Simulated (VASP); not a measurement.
Wanted: the native input for a VASP 6.6.1 run.

```yaml
Task: single point
Functional: PBE
Dispersion: D3(BJ)
Potentials_or_basis: VASP PAW PBE potentials, release 64 (Ag)
Cutoff: 500 eV
k_mesh: 6 × 6 × 4
Occupations: gaussian, width 0.1 eV
Spin: no spin polarisation
Dipole_correction: no
Further_INCAR_settings: ALGO = Normal; EDIFF = 1e-06; NBANDS = 18
```

The structure of Ag lies in POSCAR:

```
Ag
1.0
    2.9222991408      0.0000000000      0.0000000000
   -1.4611495704      2.5307852934      0.0000000000
    0.0000000000      0.0000000000      4.7016618100
Ag
2
Direct
    0.3333333333      0.6666666667      0.2500000000
    0.6666666667      0.3333333333      0.7500000000
```

This isn't the form of Ag at room conditions, which is fcc.

One way to write it, as run:

INCAR

```
SYSTEM = Ag
PREC = Accurate
ENCUT = 500
EDIFF = 1E-6
ISMEAR = 0
SIGMA = 0.1
LREAL = .False.
LASPH = .True.
NELM = 120
ALGO = Normal
ISIF = 2
LWAVE = .False.
LCHARG = .False.
GGA = PE
IVDW = 12
NBANDS = 18
GGA_COMPAT = .False.
```

KPOINTS

```
regular mesh
0
Gamma
  6 6 4
  0 0 0
```

Potentials or basis: VASP PAW PBE potentials, release 64 (Ag).

Run with:

```console
$ cat potpaw_PBE.64/Ag/POTCAR > POTCAR
$ mpirun -np 1 vasp_std > vasp.out
```

Results of the run:

```
Pressure                   : -2.1 GPa
Band gap on the k mesh     : zero (bands 11 and 12 overlap by 7.37 eV)
Dispersion energy per atom : -0.577 eV
```

Caveat: the k points lie up to 0.41 Å⁻¹ apart, too coarse for converged energies and pressures of a metal; three body term missing.

Run time: 16 s on 1 thread of AMD EPYC 7R43 64-Core Processor (Zen 3), on a shared host, peak memory 0.12 GiB.
